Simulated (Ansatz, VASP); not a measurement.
This is a calculation of BaS for Ansatz 0.2.0.

Contents of input.yaml:

```yaml
crystal:
  lattice:
    - [0.0, 3.19375, 3.19375]
    - [3.19375, 0.0, 3.19375]
    - [3.19375, 3.19375, 0.0]
  atoms:
    - { symbol: Ba, position: [0.0, 0.0, 0.0] }
    - { symbol: S, position: [0.5, 0.5, 0.5] }
hamiltonian:
  xc: pbesol
  pseudopotentials: { kind: paw }
kpoints:
  mp_grid: { grid: [7, 7, 7] }
scf:
  occupations: { method: fermi_dirac, width: 0.05 }
output:
  forces: true
  stress: true
relax:
  f_tol: 0.01
  max_steps: 40
  cell: { stress_tol: 0.05 }
```

Potentials or basis: Ansatz PAW.

Run with:

```bash
$ ansatz run input.yaml --threads 2 --pin off --max-ram 5632MiB --backend cpu --events-out ev --progress --plain --runs-dir out
```

Problem. Set up the same calculation for VASP 6.6.1. Potentials there: VASP PAW PBE potentials, release 64 (Ba_sv, S).

Solution. As run (the cutoff follows the program's own potentials):

INCAR

```
SYSTEM = BaS
  ALGO = Normal
  EDIFF = 1E-7
  EDIFFG = -0.01
  ENCUT = 600
  GGA = PS
  IBRION = 2
  ISIF = 3
  ISMEAR = -1
  LASPH = .True.
  LCHARG = .False.
  LREAL = .False.
  LWAVE = .False.
  NELM = 80
  NSW = 60
  PREC = Accurate
  SIGMA = 0.05
```

The input KPOINTS:

```
k-points
0
Gamma
  7 7 7
  0 0 0
```

The input POSCAR:

```
BaS
1.0
    0.0000000000      3.1937500000      3.1937500000
    3.1937500000      0.0000000000      3.1937500000
    3.1937500000      3.1937500000      0.0000000000
Ba S
1 1
Direct
    0.0000000000      0.0000000000      0.0000000000
    0.5000000000      0.5000000000      0.5000000000
```

Potentials or basis: VASP PAW PBE potentials, release 64 (Ba_sv, S).

Command:

```bash
$ cat potpaw_PBE.64/Ba_sv/POTCAR potpaw_PBE.64/S/POTCAR > POTCAR
$ mpirun -np 1 vasp_std > vasp.out
```

Both were run:

|  | VASP | Ansatz | Ansatz less VASP |
| --- | --- | --- | --- |
| relaxed volume (Å³/atom) | 32.20 | 31.74 | -0.456 |
| relaxed length of the cell vector where the two differ most in proportion (Å) | 4.499 | 4.478 | -0.0214 |

VASP's potentials were made for PBE, not for PBEsol.

Spin-orbit coupling is off throughout. Noted on Ansatz's run: odd divisions of the mesh miss points on the zone boundary, where band edges often lie, so the gap on the mesh can be too wide; the plane-wave basis is chosen anew once the cell has moved, so the energies of steps on either side of that aren't comparable.
